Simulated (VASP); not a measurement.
Input of a VASP 6.6.1 run:

Contents of INCAR:

```
ALGO = Normal ; EDIFF = 1E-6
ENCUT = 520 ; GGA = PE
ISIF = 2 ; ISMEAR = 0
LASPH = True ; LCHARG = True
LELF = True ; LREAL = False
LVHAR = True ; LWAVE = False
NBANDS = 42 ; NELM = 100
PREC = Accurate ; SIGMA = 0.1
```

Contents of KPOINTS:

```
k-points
0
Gamma
  4 4 4
```

POSCAR

```
ZrTi3C4
1.0
    4.8054145400      0.0000000000      0.0000000000
    0.0000000000      4.8054145400      0.0000000000
    0.0000000000      0.0000000000      4.8054145400
Zr Ti C
1 3 4
Direct
    0.5000000000      0.5000000000      0.5000000000
    0.0000000000      0.0000000000      0.5000000000
    0.5000000000      0.0000000000      0.0000000000
    0.0000000000      0.5000000000      0.0000000000
    0.5000000000      0.5000000000      0.0000000000
    0.0000000000      0.5000000000      0.5000000000
    0.5000000000      0.0000000000      0.5000000000
    0.0000000000      0.0000000000      0.0000000000
```

Potentials or basis: VASP PAW PBE potentials, release 64 (Zr_sv, Ti_sv, C).

The run is started by

```sh
$ cat potpaw_PBE.64/Zr_sv/POTCAR potpaw_PBE.64/Ti_sv/POTCAR potpaw_PBE.64/C/POTCAR > POTCAR
$ mpirun -np 1 vasp_std > vasp.out
```

Question: Predict the band gap on the k mesh.

Answer: Zero (bands 32 and 33 overlap by 0.33 eV).

Question: Predict the pressure.

Answer: -34.3 GPa.

Caveat: the cell stands under tension.
